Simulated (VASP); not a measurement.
Wanted: the native input for a VASP 6.6.1 run.

* Task: single point
* Functional: PBE
* Potentials or basis: VASP PAW PBE potentials, release 64 (Ga_d, Sn_d, O)
* Cutoff: 520 eV
* k mesh: 10 × 10 × 10
* Occupations: gaussian, width 0.02 eV
* Spin: no spin polarisation
* Dipole correction: no
* Further INCAR settings: ALGO = Normal; EDIFF = 1e-07; NBANDS = 41

The structure of Ga2SnO4 lies in POSCAR:

```
Ga2SnO4
1.0
   -2.2157278204      2.2157278204      5.6691113917
    2.2157278204     -2.2157278204      5.6691113917
    2.2157278204      2.2157278204     -5.6691113917
Ga Sn O
2 1 4
Direct
    0.2500000000      0.7500000000      0.5000000000
    0.7500000000      0.2500000000      0.5000000000
    0.5000000000      0.5000000000      0.0000000000
    0.5874501431      0.0985572165      0.0000000000
    0.4125498569      0.4125498569      0.5111070734
    0.9014427835      0.9014427835      0.4888929266
    0.0985572165      0.5874501431      0.0000000000
```

The cell was built from a structure type or drawn by symmetry, and may not be a known phase.

One way to write it, as run:

INCAR

```
SYSTEM = Ga2SnO4
  ALGO = Normal
  EDIFF = 1E-7
  ENCUT = 520
  GGA = PE
  ISIF = 2
  ISMEAR = 0
  LASPH = .True.
  LCHARG = .True.
  LELF = .True.
  LREAL = .False.
  LVHAR = .True.
  LWAVE = .False.
  NBANDS = 41
  NELM = 60
  PREC = Accurate
  SIGMA = 0.02
```

KPOINTS

```
k-points
0
Gamma
  10 10 10
  0 0 0
```

Potentials or basis: VASP PAW PBE potentials, release 64 (Ga_d, Sn_d, O).

Launch:

```bash
$ cat potpaw_PBE.64/Ga_d/POTCAR potpaw_PBE.64/Sn_d/POTCAR potpaw_PBE.64/O/POTCAR > POTCAR
$ mpirun -np 1 vasp_std > vasp.out
```

Results of the run:

* Pressure: 0.3 GPa
* Largest force: 0.043 eV/Å
* Band gap on the k mesh: 1.46 eV

Caveat: spin-orbit coupling is left out, which moves the levels of the heavy elements.

It took 25 min on 1 thread of Oxide Virtual Turin-like Processor, with other jobs on the host, peak memory 0.56 GiB.
